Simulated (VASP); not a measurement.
**Nb3Si2O: single point with PBE**

Nb3Si2O:

```
Nb Si O
1.0
    -2.47847    2.47847    4.62644
     2.47847   -2.47847    4.62644
     2.47847    2.47847   -4.62644
Nb Si O
3 2 1
Direct
  0.29405 0.29405 0.00000
  0.70595 0.70595 0.00000
  0.00000 0.00000 0.00000
  0.75000 0.25000 0.50000
  0.25000 0.75000 0.50000
  0.50000 0.50000 0.00000
```

The cell was built from a structure type or drawn by symmetry, and may not be a known phase.

```
Program                : VASP 6.6.1
Task                   : single point
Functional             : PBE
Potentials or basis    : VASP PAW PBE potentials, release 64 (Nb_sv, Si, O)
Cutoff                 : 520 eV
k mesh                 : 5 × 5 × 5
Occupations            : gaussian, width 0.2 eV
Spin                   : no spin polarisation
Dipole correction      : no
Further INCAR settings : ALGO = Normal; EDIFF = 1e-06; NBANDS = 36
```

The pressure is -0.1 GPa, the largest force is 0.032 eV/Å and the band gap on the k mesh is zero (an odd number of electrons rules out a gap without spin polarisation).

Forces on the atoms (eV/Å):
```
Nb   0.000  0.000 -0.032
Nb   0.000  0.000  0.032
Nb   0.000  0.000  0.000
Si   0.000  0.000  0.000
Si   0.000  0.000  0.000
O    0.000  0.000  0.000
```

Stress tensor (GPa, compression positive):
```
 0.02  0.00  0.00
 0.00  0.02  0.00
 0.00  0.00 -0.23
```

Levels at points of the mesh, in eV from the Fermi level:
```csv
k point,band 25,band 26,band 27,band 28,band 29,band 30
"(0.00, 0.00, 0.00)",-0.24,-0.19,-0.19,-0.02,0.66,1.09
```

Run time: 86 s on 1 thread of Intel(R) Xeon(R) 6975P-C (Granite Rapids), on a shared host, peak memory 0.34 GiB.

Caveat: an odd number of electrons without spin polarisation forces a metal; a magnetic or distorted state may lie lower.
